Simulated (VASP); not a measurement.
# Zn in VASP: a series of runs

Zn is run at these levels: PBEsol; tasks: single point.

All numbers are computed with VASP 6.6.1; they aren't measurements. Logs are shortened: lines on timing, memory, paths and dates and some standing lists are left out, and cuts for length are marked.

### Step 1. The cell of the first run

The structure is cubic, space group Fm-3m (No. 225). The conventional cell has a = 4.118 Å, b = 4.118 Å, c = 4.118 Å, α = 90.00°, β = 90.00°, γ = 90.00°. Within 3.8 Å of Zn (site symmetry m-3m) lie 12 Zn at 2.91 Å.

This isn't the form of Zn at room conditions, which is hcp.

### Step 2. Single point, PBEsol (strained)

INCAR reads:

```
ALGO = Normal ; EDIFF = 1E-7
ENCUT = 520 ; GGA = PS
ISIF = 2 ; ISMEAR = 0
LASPH = T ; LCHARG = F
LREAL = F ; LWAVE = F
NBANDS = 12 ; NELM = 100
PREC = Accurate ; SIGMA = 0.1
```

KPOINTS reads:

```
k-points
0
Gamma
  18 18 18
```

POSCAR reads:

```
Zn
1.0
    0.0000000000      2.0590263047      2.0590263047
    2.0590263047      0.0000000000      2.0590263047
    2.0590263047      2.0590263047      0.0000000000
Zn
1
Direct
    0.0000000000      0.0000000000      0.0000000000
```

Potentials or basis: VASP PAW PBE potentials, release 64 (Zn).

Run with:

```
cat potpaw_PBE.64/Zn/POTCAR > POTCAR
mpirun -np 1 vasp_std > vasp.out
```

OUTCAR:

```text
EDIFF = 1E-7
   ENCUT = 520
   GGA = PS
   ISIF = 2
   ISMEAR = 0
   LASPH = T
   LREAL = F
   NELM = 100
   PREC = Accurate

 ion  position               nearest neighbor table
   1  0.000  0.000  0.000-

  LATTYP: Found a face centered cubic cell.
 ALAT       =     4.1180526094

  Lattice vectors:

 A1 = (   0.0000000000,   2.0590263047,   2.0590263047)
 A2 = (   2.0590263047,   0.0000000000,   2.0590263047)
 A3 = (   2.0590263047,   2.0590263047,   0.0000000000)

Analysis of symmetry for initial positions (statically):
=====================================================================
 Subroutine PRICEL returns:
 Original cell was already a primitive cell.

 Routine SETGRP: Setting up the symmetry group for a
 face centered cubic supercell.

 Subroutine GETGRP returns: Found 48 space group operations
 (whereof 48 operations were pure point group operations)
 out of a pool of 48 trial point group operations.

The static configuration has the point symmetry O_h .

Analysis of symmetry for dynamics (positions and initial velocities):
=====================================================================
 Subroutine PRICEL returns:
 Original cell was already a primitive cell.

 Routine SETGRP: Setting up the symmetry group for a
 face centered cubic supercell.

 Subroutine GETGRP returns: Found 48 space group operations
 (whereof 48 operations were pure point group operations)
 out of a pool of 48 trial point group operations.

The dynamic configuration has the point symmetry O_h .

 Subroutine INISYM returns: Found 48 space group operations
 (whereof 48 operations are pure point group operations),
 and found     1 'primitive' translations

----------------------------------------------------------------------------------------

                                     Primitive cell

  volume of cell :      17.4589

  direct lattice vectors                    reciprocal lattice vectors
     0.000000000  2.059026305  2.059026305    -0.242833226  0.242833226  0.242833226
     2.059026305  0.000000000  2.059026305     0.242833226 -0.242833226  0.242833226
     2.059026305  2.059026305  0.000000000     0.242833226  0.242833226 -0.242833226

  length of vectors
     2.911902925  2.911902925  2.911902925     0.420599485  0.420599485  0.420599485

  position of ions in fractional coordinates (direct lattice)
     0.000000000  0.000000000  0.000000000

  ion indices of the primitive-cell ions
   primitive index   ion index
                 1           1

----------------------------------------------------------------------------------------

 KPOINTS: k-points

Automatic generation of k-mesh.
 Grid dimensions read from file:
 generate k-points for:   18   18   18

 Generating k-lattice:

  Cartesian coordinates                     Fractional coordinates (reciprocal lattice)
    -0.013490735  0.013490735  0.013490735     0.055555556  0.000000000  0.000000000
     0.013490735 -0.013490735  0.013490735     0.000000000  0.055555556  0.000000000
     0.013490735  0.013490735 -0.013490735     0.000000000  0.000000000  0.055555556

  Length of vectors
     0.023366638  0.023366638  0.023366638

  Shift w.r.t. Gamma in fractional coordinates (k-lattice)
     0.000000000  0.000000000  0.000000000

 Subroutine IBZKPT returns following result:
 ===========================================

 Found    195 irreducible k-points:

 Following reciprocal coordinates:
            Coordinates               Weight
  0.000000  0.000000  0.000000      1.000000
  0.055556  0.000000  0.000000      8.000000
  0.111111  0.000000  0.000000      8.000000
  0.166667  0.000000  0.000000      8.000000
  0.222222  0.000000  0.000000      8.000000
  0.277778  0.000000  0.000000      8.000000
[... 16 lines left out ...]
 -0.277778  0.055556  0.000000     24.000000
 -0.222222  0.055556  0.000000     24.000000
 [... further k-points ...]
   k-points           NKPTS =    195   k-points in BZ     NKDIM =    195   number of bands    NBANDS=     12
   number of dos      NEDOS =    301   number of ions     NIONS =      1
   total plane-waves  NPLWV =  13824
   dimension x,y,z NGX =    24 NGY =   24 NGZ =   24
   dimension x,y,z NGXF=    48 NGYF=   48 NGZF=   48
   ions per type =               1
   NGX,Y,Z   is equivalent  to a cutoff of  13.70, 13.70, 13.70 a.u.
   NGXF,Y,Z  is equivalent  to a cutoff of  27.40, 27.40, 27.40 a.u.
 SYSTEM =  unknown system
   PREC   = accura    normal or accurate (medium, high low for compatibility)
   ISTART =      0    job   : 0-new  1-cont  2-samecut
   ICHARG =      2    charge: 1-file 2-atom 10-const
   ISPIN  =      1    spin polarized calculation?
   LNONCOLLINEAR =      F non collinear calculations
   LSORBIT =      F    spin-orbit coupling
   LASPH  =      T    aspherical Exc in radial PAW
   ENCUT  =  520.0 eV  38.22 Ry    6.18 a.u.   5.41  5.41  5.41*2*pi/ulx,y,z
   NELM   =    100;   NELMIN=  2; NELMDL= -5     # of ELM steps
   EDIFF  = 0.1E-06   stopping-criterion for ELM
   LREAL  =      F    real-space projection
   EDIFFG = 0.1E-05   stopping-criterion for IOM
   NSW    =      0    number of steps for IOM
   IBRION =     -1    ionic relax: 0-MD 1-quasi-New 2-CG
   NFREE  =      0    steps in history (QN), initial steepest desc. (CG)
   ISIF   =      2    stress and relaxation
   ISYM   =      2    0-nonsym 1-usesym 2-fastsym
   POTIM  = 0.5000    time-step for ionic-motion
   TEBEG  =    0.0;   TEEND  =   0.0 temperature during run
   PSTRESS=    0.0 pullay stress
   NELECT =      12.0000    total number of electrons
   NUPDOWN=      -1.0000    fix difference up-down
   EMIN   =  10.00;   EMAX   =-10.00  energy-range for DOS
   EFERMI =   0.00;   METHOD = LEGACY
   ISMEAR =     0;   SIGMA  =   0.10  broadening in eV -4-tet -1-fermi 0-gaus
   EFERMI_NEDOS =   21; number of points for ismear=-14 and -15
   IALGO  =     38    algorithm
   IMIX   =      4    mixing-type and parameters
     AMIX     =   0.40;   BMIX     =  1.00
     AMIX_MAG =   1.60;   BMIX_MAG =  1.00
  volume/ion in A,a.u.               =      17.46       117.82
  Fermi-wavevector in a.u.,A,eV,Ry     =   1.444763  2.730207 28.399996  2.087341
  Thomas-Fermi vector in A             =   2.563021
   LORBIT       =      0    0 simple, 1 ext, 2 COOP (PROOUT), +10 PAW based schemes
   GGA     = PS    functional components
   LHFCALC =     F    Hartree Fock is set to
   AEXX    =    0.0000 exact exchange contribution
   IVDW    =     0    specifies the selected vdW correction
   LEPSILON=     F    determine dielectric tensor
   LRPA    =     F    only Hartree local field effects (RPA)
 non-spin polarized calculation
 Gauss-broadening in eV      SIGMA  =   0.10
  energy-cutoff  :      520.00
  volume of cell :       17.46
 maximum number of plane-waves:       493
 NGX is ok and might be reduce to    24
   NGX = 11   NGY = 11   NGZ = 11

 number of electron      12.0000013 magnetization

 Free energy of the ion-electron system (eV)
  ---------------------------------------------------
  ext. energy  EPLUGINS =         0.00000000
  ---------------------------------------------------
  free energy    TOTEN  =        -1.43008310 eV

  energy without entropy =       -1.42852129  energy(sigma->0) =       -1.42930220

 E-fermi :   1.9067     XC(G=0): -11.0048

 val. band max:        1.8083116210   @ k =  -0.3889   0.4444   0.1111
 cond. band min:       1.9129787388   @ k =   0.5000   0.1111   0.0556
 fundamental gap:      0.1046671178
 Fermi energy:         1.9066775827

 k-point     1 :       0.0000    0.0000    0.0000
  band No.  band energies     occupation
      1      -7.3202      2.00000
      2      -5.2704      2.00000
      3      -5.2704      2.00000
      4      -5.2704      2.00000
      5      -4.9786      2.00000
      6      -4.9786      2.00000
      7      18.3485      0.00000
      8      18.3485      0.00000
      9      18.3485      0.00000
     10      19.8543      0.00000
     11      21.3383      0.00000
     12      21.3383      0.00000

 k-point     2 :       0.0556    0.0000    0.0000
  band No.  band energies     occupation
      1      -7.2357      2.00000
      2      -5.2759      2.00000
      3      -5.2621      2.00000
      4      -5.2621      2.00000
      5      -4.9809      2.00000
      6      -4.9809      2.00000
      7      16.9529      0.00000
      8      18.1017      0.00000
      9      18.1017      0.00000
     10      19.4746      0.00000
     11      21.7219      0.00000
     12      21.7219      0.00000

 k-point     3 :       0.1111    0.0000    0.0000
  band No.  band energies     occupation
      1      -6.9864      2.00000
      2      -5.2869      2.00000
      3      -5.2404      2.00000
      4      -5.2404      2.00000
      5      -4.9849      2.00000
      6      -4.9849      2.00000
      7      14.5416      0.00000
      8      17.5878      0.00000
      9      17.5878      0.00000
     10      19.3002      0.00000
     11      22.6289      0.00000
     12      22.6289      0.00000
[... 286 lines left out ...]
 k-point    23 :      -0.2778    0.0556    0.0000
  band No.  band energies     occupation
      1      -5.7726      2.00000
      2      -5.2258      2.00000
      3      -5.2091      2.00000
      4      -4.9365      2.00000
      5      -4.9284      2.00000
      6      -4.3506      2.00000
      7       6.8638      0.00000
      8      14.3927      0.00000
      9      16.9929      0.00000
     10      19.0555      0.00000
     11      20.5168      0.00000
     12      21.2118      0.00000

 k-point    24 :      -0.2222    0.0556    0.0000
  band No.  band energies     occupation
      1      -5.9499      2.00000
      2      -5.2291      2.00000
      3      -5.1949      2.00000
      4      -5.1163      2.00000
      5      -4.9822      2.00000
      6      -4.8249      2.00000
      7       9.0476      0.00000
      8      14.6428      0.00000
      9      17.5194      0.00000
     10      19.4268      0.00000
     11      21.2969      0.00000
     12      21.7563      0.00000

 [... further k-points ...]

------------------------ aborting loop because EDIFF is reached ----------------------------------------

  FORCE on cell =-STRESS in cart. coord.  units (eV):
  Direction    XX          YY          ZZ          XY          YZ          ZX
  --------------------------------------------------------------------------------------
  -------------------------------------------------------------------------------------
  Total       -1.1304692     -1.1304692     -1.1304692     -0.0000000     -0.0000000     -0.0000000
  in kB     -103.7417636   -103.7417636   -103.7417636     -0.0000000     -0.0000000     -0.0000000
  external PRESSURE =    -103.7417636 kB  Pullay stress =       0.0000000 kB

 VOLUME and BASIS-vectors are now :
 -----------------------------------------------------------------------------
  energy-cutoff  :      520.00
  volume of cell :       17.46
      direct lattice vectors                 reciprocal lattice vectors
     0.000000000  2.059026305  2.059026305    -0.242833226  0.242833226  0.242833226
     2.059026305  0.000000000  2.059026305     0.242833226 -0.242833226  0.242833226
     2.059026305  2.059026305  0.000000000     0.242833226  0.242833226 -0.242833226

 POSITION                                       TOTAL-FORCE (eV/Angst)
 -----------------------------------------------------------------------------------
      0.00000      0.00000      0.00000         0.000000      0.000000      0.000000
 -----------------------------------------------------------------------------------
    total drift:                                0.000000      0.000000     -0.000000

  FREE ENERGIE OF THE ION-ELECTRON SYSTEM (eV)
  ---------------------------------------------------
  free  energy   TOTEN  =        -1.4300831031 eV

  energy  without entropy=       -1.4285212935  energy(sigma->0) =       -1.42930220
```

Run time: 11 s. Hardware: 1 thread of Intel Xeon 6975P-C (Granite Rapids), shared host; peak memory 0.16 GiB.

What came out:

| Property | Result |
| --- | --- |
| Free energy | -1.4301 eV |
| Pressure | -10.4 GPa |
| Band gap on the k mesh | zero (bands 6 and 7 overlap by 3.21 eV) |

Caveat: the cell differs from its parent crystal (strained); the cell stands under tension; the PAW data sets were made with another functional, which shifts forces and pressure a little.

(Part 1 of 2 ends here.)
